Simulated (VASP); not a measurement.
# ZnS (F-43m) in VASP: further runs

ZnS is run at these levels: r2SCAN; tasks: single point, relaxation of cell and atoms.

Everything below comes from runs of VASP 6.6.1. Logs are shortened: lines on timing, memory, paths and dates and some standing lists are left out, and cuts for length are marked.

## 1. The cell of the first run

Symmetry: F-43m, No. 216, cubic system. The conventional cell has a = 5.389 Å, b = 5.389 Å, c = 5.389 Å, α = 90.00°, β = 90.00°, γ = 90.00°. Zn (site symmetry -43m) has 4 S at 2.33 Å within 3.1 Å. S (site symmetry -43m) has 4 Zn at 2.33 Å within 3.1 Å.

## 2. Single point, r2SCAN

Contents of POSCAR:

```
ZnS
1.0
    0.0000000000      2.6945077654      2.6945077654
    2.6945077654      0.0000000000      2.6945077654
    2.6945077654      2.6945077654      0.0000000000
Zn S
1 1
Direct
    0.2500000000      0.2500000000      0.2500000000
    0.0000000000      0.0000000000      0.0000000000
```

Contents of INCAR.step1:

```
SYSTEM = ZnS
PREC = Accurate ; ENCUT = 520
ISMEAR = 0 ; SIGMA = 0.02
LREAL = .False. ; LASPH = .True.
NELM = 80 ; NBANDS = 16
GGA = PE ; ALGO = Normal
EDIFF = 1E-4 ; LWAVE = .True.
LCHARG = .False.
```

Contents of INCAR.step2:

```
SYSTEM = ZnS
PREC = Accurate ; ENCUT = 520
EDIFF = 1E-6 ; ISMEAR = 0
SIGMA = 0.02 ; LREAL = .False.
LASPH = .True. ; NELM = 80
ALGO = Normal ; ISIF = 2
LWAVE = .False. ; LCHARG = .False.
METAGGA = R2SCAN ; LMIXTAU = .True.
NBANDS = 16 ; ISTART = 1
```

Contents of KPOINTS:

```
Automatic mesh
0
Gamma
  8 8 8
  0 0 0
```

Potentials or basis: VASP PAW PBE potentials, release 64 (Zn, S).

Run with:

```
> cat potpaw_PBE.64/Zn/POTCAR potpaw_PBE.64/S/POTCAR > POTCAR
> cp INCAR.step1 INCAR
> mpirun -np 1 vasp_std > vasp.out
> cp INCAR.step2 INCAR
> mpirun -np 1 vasp_std > vasp.out
```

OUTCAR:

```text
SYSTEM = ZnS
   PREC = Accurate
   ENCUT = 520
   EDIFF = 1E-6
   ISMEAR = 0
   LREAL = .False.
   LASPH = .True.
   NELM = 80
   ISIF = 2
   METAGGA = R2SCAN
   ISTART = 1

 ion  position               nearest neighbor table
   1  0.250  0.250  0.250-   2 2.33   2 2.33   2 2.33   2 2.33
   2  0.000  0.000  0.000-   1 2.33   1 2.33   1 2.33   1 2.33

  LATTYP: Found a face centered cubic cell.
 ALAT       =     5.3890155308

  Lattice vectors:

 A1 = (   0.0000000000,   2.6945077654,   2.6945077654)
 A2 = (   2.6945077654,   0.0000000000,   2.6945077654)
 A3 = (   2.6945077654,   2.6945077654,   0.0000000000)

Analysis of symmetry for initial positions (statically):
=====================================================================
 Subroutine PRICEL returns:
 Original cell was already a primitive cell.

 Routine SETGRP: Setting up the symmetry group for a
 face centered cubic supercell.

 Subroutine GETGRP returns: Found 24 space group operations
 (whereof 24 operations were pure point group operations)
 out of a pool of 48 trial point group operations.

The static configuration has the point symmetry T_d .

Analysis of symmetry for dynamics (positions and initial velocities):
=====================================================================
 Subroutine PRICEL returns:
 Original cell was already a primitive cell.

 Routine SETGRP: Setting up the symmetry group for a
 face centered cubic supercell.

 Subroutine GETGRP returns: Found 24 space group operations
 (whereof 24 operations were pure point group operations)
 out of a pool of 48 trial point group operations.

The dynamic configuration has the point symmetry T_d .

 Subroutine INISYM returns: Found 24 space group operations
 (whereof 24 operations are pure point group operations),
 and found     1 'primitive' translations

----------------------------------------------------------------------------------------

                                     Primitive cell

  volume of cell :      39.1263

  direct lattice vectors                    reciprocal lattice vectors
     0.000000000  2.694507765  2.694507765    -0.185562649  0.185562649  0.185562649
     2.694507765  0.000000000  2.694507765     0.185562649 -0.185562649  0.185562649
     2.694507765  2.694507765  0.000000000     0.185562649  0.185562649 -0.185562649

  length of vectors
     3.810609426  3.810609426  3.810609426     0.321403937  0.321403937  0.321403937

  position of ions in fractional coordinates (direct lattice)
     0.250000000  0.250000000  0.250000000
     0.000000000  0.000000000  0.000000000

  ion indices of the primitive-cell ions
   primitive index   ion index
                 1           1
                 2           2

----------------------------------------------------------------------------------------

 KPOINTS: Automatic mesh

Automatic generation of k-mesh.
 Grid dimensions read from file:
 generate k-points for:    8    8    8

 Generating k-lattice:

  Cartesian coordinates                     Fractional coordinates (reciprocal lattice)
    -0.023195331  0.023195331  0.023195331     0.125000000  0.000000000  0.000000000
     0.023195331 -0.023195331  0.023195331     0.000000000  0.125000000  0.000000000
     0.023195331  0.023195331 -0.023195331     0.000000000  0.000000000  0.125000000

  Length of vectors
     0.040175492  0.040175492  0.040175492

  Shift w.r.t. Gamma in fractional coordinates (k-lattice)
     0.000000000  0.000000000  0.000000000

 Subroutine IBZKPT returns following result:
 ===========================================

 Found     29 irreducible k-points:

 Following reciprocal coordinates:
            Coordinates               Weight
  0.000000  0.000000  0.000000      1.000000
  0.125000  0.000000  0.000000      8.000000
  0.250000  0.000000  0.000000      8.000000
  0.375000  0.000000  0.000000      8.000000
  0.500000  0.000000  0.000000      4.000000
  0.125000  0.125000  0.000000      6.000000
[... 16 lines left out ...]
  0.500000  0.250000  0.125000     48.000000
 -0.375000  0.250000  0.125000     24.000000
 [... further k-points ...]
   k-points           NKPTS =     29   k-points in BZ     NKDIM =     29   number of bands    NBANDS=     16
   number of dos      NEDOS =    301   number of ions     NIONS =      2
   total plane-waves  NPLWV =  21952
   dimension x,y,z NGX =    28 NGY =   28 NGZ =   28
   dimension x,y,z NGXF=    56 NGYF=   56 NGZF=   56
   ions per type =               1   1
   NGX,Y,Z   is equivalent  to a cutoff of  12.22, 12.22, 12.22 a.u.
   NGXF,Y,Z  is equivalent  to a cutoff of  24.43, 24.43, 24.43 a.u.
 SYSTEM =  ZnS
   PREC   = accura    normal or accurate (medium, high low for compatibility)
   ISTART =      1    job   : 0-new  1-cont  2-samecut
   ICHARG =      0    charge: 1-file 2-atom 10-const
   ISPIN  =      1    spin polarized calculation?
   LNONCOLLINEAR =      F non collinear calculations
   LSORBIT =      F    spin-orbit coupling
   LASPH  =      T    aspherical Exc in radial PAW
   ENCUT  =  520.0 eV  38.22 Ry    6.18 a.u.   7.09  7.09  7.09*2*pi/ulx,y,z
   NELM   =     80;   NELMIN=  2; NELMDL=  0     # of ELM steps
   EDIFF  = 0.1E-05   stopping-criterion for ELM
   LREAL  =      F    real-space projection
   EDIFFG = 0.1E-04   stopping-criterion for IOM
   NSW    =      0    number of steps for IOM
   IBRION =     -1    ionic relax: 0-MD 1-quasi-New 2-CG
   NFREE  =      0    steps in history (QN), initial steepest desc. (CG)
   ISIF   =      2    stress and relaxation
   ISYM   =      2    0-nonsym 1-usesym 2-fastsym
   POTIM  = 0.5000    time-step for ionic-motion
   TEBEG  =    0.0;   TEEND  =   0.0 temperature during run
   PSTRESS=    0.0 pullay stress
   NELECT =      18.0000    total number of electrons
   NUPDOWN=      -1.0000    fix difference up-down
   EMIN   =  10.00;   EMAX   =-10.00  energy-range for DOS
   EFERMI =   0.00;   METHOD = LEGACY
   ISMEAR =     0;   SIGMA  =   0.02  broadening in eV -4-tet -1-fermi 0-gaus
   EFERMI_NEDOS =   21; number of points for ismear=-14 and -15
   IALGO  =     38    algorithm
   IMIX   =      4    mixing-type and parameters
     AMIX     =   0.40;   BMIX     =  1.00
     AMIX_MAG =   1.60;   BMIX_MAG =  1.00
  volume/ion in A,a.u.               =      19.56       132.02
  Fermi-wavevector in a.u.,A,eV,Ry     =   1.263794  2.388224 21.730883  1.597175
  Thomas-Fermi vector in A             =   2.397132
   LORBIT       =      0    0 simple, 1 ext, 2 COOP (PROOUT), +10 PAW based schemes
   METAGGA = R2SCAN    functional components
   LHFCALC =     F    Hartree Fock is set to
   AEXX    =    0.0000 exact exchange contribution
   IVDW    =     0    specifies the selected vdW correction
   LEPSILON=     F    determine dielectric tensor
   LRPA    =     F    only Hartree local field effects (RPA)
 non-spin polarized calculation
 Gauss-broadening in eV      SIGMA  =   0.02
  energy-cutoff  :      520.00
  volume of cell :       39.13
 maximum number of plane-waves:      1067
   NGX = 15   NGY = 15   NGZ = 15

 number of electron      18.0000006 magnetization

 Free energy of the ion-electron system (eV)
  ---------------------------------------------------
  ext. energy  EPLUGINS =         0.00000000
  ---------------------------------------------------
  free energy    TOTEN  =       -18.86623144 eV

  energy without entropy =      -18.86623144  energy(sigma->0) =      -18.86623144

 E-fermi :   2.0775     XC(G=0): -10.3264

 val. band max:        1.9094365338   @ k =   0.0000   0.0000   0.0000
 cond. band min:       4.6229006483   @ k =   0.0000   0.0000   0.0000
 fundamental gap:      2.7134641144
 Fermi energy:         2.0775473079

 k-point     1 :       0.0000    0.0000    0.0000
  band No.  band energies     occupation
      1     -11.8261      2.00000
      2      -4.6234      2.00000
      3      -4.6234      2.00000
      4      -4.6234      2.00000
      5      -4.0667      2.00000
      6      -4.0667      2.00000
[... 8 lines left out ...]
     15      14.2231      0.00000
     16      14.4996      0.00000

 k-point     2 :       0.1250    0.0000    0.0000
  band No.  band energies     occupation
      1     -11.7049      2.00000
      2      -4.6204      2.00000
      3      -4.6009      2.00000
      4      -4.6008      2.00000
      5      -4.0683      2.00000
      6      -4.0683      2.00000
[... 8 lines left out ...]
     15      13.6093      0.00000
     16      15.2994      0.00000

 k-point     3 :       0.2500    0.0000    0.0000
  band No.  band energies     occupation
      1     -11.3886      2.00000
      2      -4.5668      2.00000
      3      -4.5508      2.00000
      4      -4.5508      2.00000
      5      -4.0651      2.00000
      6      -4.0651      2.00000
[... 8 lines left out ...]
     15      13.4191      0.00000
     16      14.7280      0.00000

 k-point     4 :       0.3750    0.0000    0.0000
  band No.  band energies     occupation
      1     -11.0299      2.00000
      2      -4.5098      2.00000
      3      -4.5098      2.00000
      4      -4.3353      2.00000
      5      -4.0485      2.00000
      6      -4.0484      2.00000
[... 8 lines left out ...]
     15      14.6112      0.00000
     16      14.6113      0.00000

 k-point     5 :       0.5000    0.0000    0.0000
  band No.  band energies     occupation
      1     -10.8652      2.00000
      2      -4.4963      2.00000
      3      -4.4963      2.00000
      4      -4.0367      2.00000
      5      -4.0366      2.00000
      6      -3.8661      2.00000
[... 8 lines left out ...]
     15      15.9927      0.00000
     16      15.9928      0.00000

 k-point     6 :       0.1250    0.1250    0.0000
  band No.  band energies     occupation
      1     -11.6645      2.00000
      2      -4.6417      2.00000
      3      -4.5817      2.00000
      4      -4.5817      2.00000
      5      -4.0837      2.00000
      6      -4.0550      2.00000
[... 8 lines left out ...]
     15      14.4352      0.00000
     16      15.8479      0.00000

 k-point     7 :       0.2500    0.1250    0.0000
  band No.  band energies     occupation
      1     -11.4123      2.00000
      2      -4.6290      2.00000
      3      -4.5291      2.00000
      4      -4.5280      2.00000
      5      -4.0919      2.00000
      6      -4.0444      2.00000
[... 8 lines left out ...]
     15      14.4267      0.00000
     16      16.2774      0.00000

 k-point     8 :       0.3750    0.1250    0.0000
  band No.  band energies     occupation
      1     -11.0624      2.00000
      2      -4.5422      2.00000
      3      -4.4810      2.00000
      4      -4.4160      2.00000
      5      -4.0669      2.00000
      6      -4.0327      2.00000
[... 8 lines left out ...]
     15      15.2534      0.00000
     16      15.6444      0.00000

 k-point     9 :       0.5000    0.1250    0.0000
  band No.  band energies     occupation
      1     -10.8236      2.00000
      2      -4.4978      2.00000
      3      -4.4631      2.00000
      4      -4.1313      2.00000
      5      -4.0333      2.00000
      6      -3.9118      2.00000
[... 8 lines left out ...]
     15      16.0141      0.00000
     16      16.1812      0.00000
[... 172 lines left out ...]
 k-point    19 :       0.5000    0.3750    0.0000
  band No.  band energies     occupation
      1     -10.5952      2.00000
      2      -4.5925      2.00000
      3      -4.2909      2.00000
      4      -4.2655      2.00000
      5      -4.0011      2.00000
      6      -3.8737      2.00000
[... 8 lines left out ...]
     15      16.2927      0.00000
     16      17.5264      0.00000

 k-point    20 :      -0.3750    0.3750    0.0000
  band No.  band energies     occupation
      1     -10.5657      2.00000
      2      -4.5217      2.00000
      3      -4.3199      2.00000
      4      -4.1859      2.00000
      5      -4.0300      2.00000
      6      -3.7169      2.00000
[... 8 lines left out ...]
     15      15.0123      0.00000
     16      18.6203      0.00000

 k-point    21 :       0.5000    0.5000    0.0000
  band No.  band energies     occupation
      1     -10.5412      2.00000
      2      -4.6300      2.00000
      3      -4.2550      2.00000
      4      -4.2549      2.00000
      5      -3.9872      2.00000
      6      -3.8493      2.00000
[... 8 lines left out ...]
     15      16.2794      0.00000
     16      17.1616      0.00000

 k-point    22 :       0.3750    0.2500    0.1250
  band No.  band energies     occupation
      1     -11.1407      2.00000
      2      -4.5906      2.00000
      3      -4.4795      2.00000
      4      -4.4519      2.00000
      5      -4.0905      2.00000
      6      -4.0275      2.00000
[... 8 lines left out ...]
     15      15.3659      0.00000
     16      17.7543      0.00000

 k-point    23 :       0.5000    0.2500    0.1250
  band No.  band energies     occupation
      1     -10.8408      2.00000
      2      -4.4989      2.00000
      3      -4.4439      2.00000
      4      -4.2870      2.00000
      5      -4.0490      2.00000
      6      -3.9975      2.00000
[... 8 lines left out ...]
     15      16.4686      0.00000
     16      16.9854      0.00000

 k-point    24 :      -0.3750    0.2500    0.1250
  band No.  band energies     occupation
      1     -10.7066      2.00000
      2      -4.4810      2.00000
      3      -4.4215      2.00000
      4      -4.1275      2.00000
      5      -4.0554      2.00000
      6      -3.7974      2.00000
[... 8 lines left out ...]
     15      16.0914      0.00000
     16      16.9606      0.00000

 [... further k-points ...]
[... 5 lines left out ...]
  --------------------------------------------------------------------------------------
  -------------------------------------------------------------------------------------
  Total        0.0011694      0.0011694      0.0011694      0.0000000     -0.0000000     -0.0000000
  in kB        0.0478874      0.0478874      0.0478874      0.0000000     -0.0000000     -0.0000000
  external PRESSURE =       0.0478874 kB  Pullay stress =       0.0000000 kB

 VOLUME and BASIS-vectors are now :
 -----------------------------------------------------------------------------
  energy-cutoff  :      520.00
  volume of cell :       39.13
      direct lattice vectors                 reciprocal lattice vectors
     0.000000000  2.694507765  2.694507765    -0.185562649  0.185562649  0.185562649
     2.694507765  0.000000000  2.694507765     0.185562649 -0.185562649  0.185562649
     2.694507765  2.694507765  0.000000000     0.185562649  0.185562649 -0.185562649

 POSITION                                       TOTAL-FORCE (eV/Angst)
 -----------------------------------------------------------------------------------
      1.34725      1.34725      1.34725        -0.000000     -0.000000     -0.000000
      0.00000      0.00000      0.00000         0.000000      0.000000      0.000000
 -----------------------------------------------------------------------------------
    total drift:                               -0.000011     -0.000011     -0.000011

  FREE ENERGIE OF THE ION-ELECTRON SYSTEM (eV)
  ---------------------------------------------------
  free  energy   TOTEN  =       -18.8662314388 eV

  energy  without entropy=      -18.8662314388  energy(sigma->0) =      -18.86623144
```

Wall time 60 s (1 thread of Intel Xeon 6975P-C, shared host); peak memory 0.17 GiB.

Results:

* Free energy: -18.8662 eV
* Pressure: 0.0 GPa
* Band gap on the k mesh: 2.71 eV, direct

Caveat: the PAW data sets were made with another functional, which shifts forces and pressure a little. r2SCAN opens gaps a little over a GGA but as a rule still falls short of measured ones.

## 3. Relaxation of cell and atoms, r2SCAN

This run uses another cell than the first one, of 19.80 Å³/atom, 1.012 times its volume.

Contents of POSCAR:

```
ZnS
1.0
    0.0000000000      2.7051396952      2.7051396952
    2.7051396952      0.0000000000      2.7051396952
    2.7051396952      2.7051396952      0.0000000000
Zn S
1 1
Direct
    0.2500000000      0.2500000000      0.2500000000
    0.0000000000      0.0000000000      0.0000000000
```

Contents of INCAR.step1:

```
ALGO = Normal ; EDIFF = 1E-4
ENCUT = 600 ; GGA = PE
ISMEAR = 0 ; LASPH = T
LCHARG = F ; LREAL = F
LWAVE = T ; NELM = 60
PREC = Accurate ; SIGMA = 0.02
```

Contents of INCAR.step2:

```
ALGO = Normal ; EDIFF = 1E-7
EDIFFG = -0.005 ; ENCUT = 600
IBRION = 2 ; ISIF = 3
ISMEAR = 0 ; ISTART = 1
LASPH = T ; LCHARG = F
LMIXTAU = T ; LREAL = F
LWAVE = F ; METAGGA = R2SCAN
NELM = 60 ; NSW = 100
PREC = Accurate ; SIGMA = 0.02
```

Contents of KPOINTS:

```
k-points
0
Gamma
  8 8 8
```

Potentials or basis: VASP PAW PBE potentials, release 64 (Zn, S).

Run with:

```
> cat potpaw_PBE.64/Zn/POTCAR potpaw_PBE.64/S/POTCAR > POTCAR
> cp INCAR.step1 INCAR
> mpirun -np 1 vasp_std > vasp.out
> cp INCAR.step2 INCAR
> mpirun -np 1 vasp_std > vasp.out
```

Run time: 3.2 min. Hardware: 1 thread of Intel Xeon 6975P-C, shared host; peak memory 0.2 GiB.

It converged, with:

- Free energy: -18.8680 eV
- Relaxed volume: 19.57 Å³/atom
- Relaxed cell: a = 3.811 Å, b = 3.811 Å, c = 3.811 Å, α = 60.00°, β = 60.00°, γ = 60.00°
- Space group after relaxing (to 0.05 Å): F-43m (No. 216)
- Energy gained by relaxing: 0.7 meV/atom
- Ionic steps: 4
- Pressure after relaxing: 0.0 GPa
- Band gap on the k mesh: 2.71 eV, direct

Step by step:
```csv
step,energy change (eV),largest force (eV/Å),pressure (GPa),volume (Å³)
1,0.0000,0.0000,-0.88,39.59
2,-0.0014,0.0000,0.34,38.97
3,-0.0015,0.0000,0.08,39.10
4,-0.0015,0.0000,0.00,39.14
```

Final structure:
```xyz
2
Lattice="0.0000 2.6948 2.6948 2.6948 0.0000 2.6948 2.6948 2.6948 0.0000" Properties=species:S:1:pos:R:3 pbc="T T T"
Zn    1.3474    1.3474    1.3474
S     0.0000    0.0000    0.0000
```

Levels at points of the mesh, in eV from the valence-band top:
```
           k point  band 6  band 7  band 8  band 9  band 10  band 11  band 12  band 13
(0.00, 0.00, 0.00)   -5.98    0.00    0.00    0.00     2.71     6.90     6.90     6.90
(0.50, 0.00, 0.00)   -5.78   -5.45   -0.90   -0.90     3.83     7.39     7.39     9.45
(0.50, 0.50, 0.00)   -5.76   -4.65   -2.31   -2.31     3.71     4.48    11.82    12.88
```

Caveat: the PAW data sets were made with another functional, which shifts forces and pressure a little.
